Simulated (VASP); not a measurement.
A run of VASP 6.6.1 is set up as follows.

INCAR

```
PREC = Accurate
ENCUT = 520
EDIFF = 1E-7
ISMEAR = 0
SIGMA = 0.15
LREAL = False
LASPH = True
NELM = 80
ALGO = Normal
ISIF = 2
LWAVE = False
LCHARG = False
GGA = PE
IVDW = 12
NBANDS = 11
```

KPOINTS

```
regular mesh
0
Gamma
  24 24 6
```

Contents of POSCAR:

```
C
1.0
    2.4561701622      0.0000000000      0.0000000000
   -1.2280850811      2.1271057565      0.0000000000
    0.0000000000      0.0000000000      8.5238033600
C
2
Direct
    0.3333333333      0.6666666667      0.0000000000
    0.6666666667      0.3333333333      0.0000000000
```

Potentials or basis: VASP PAW PBE potentials, release 64 (C).

Launch:

```bash
$ cat potpaw_PBE.64/C/POTCAR > POTCAR
$ mpirun -np 1 vasp_std > vasp.out
```

(1) Estimate the dispersion energy per atom.

(2) Estimate the band gap on the k mesh.

Results:

(1) -0.090 eV.

(2) zero (filled and empty bands touch).
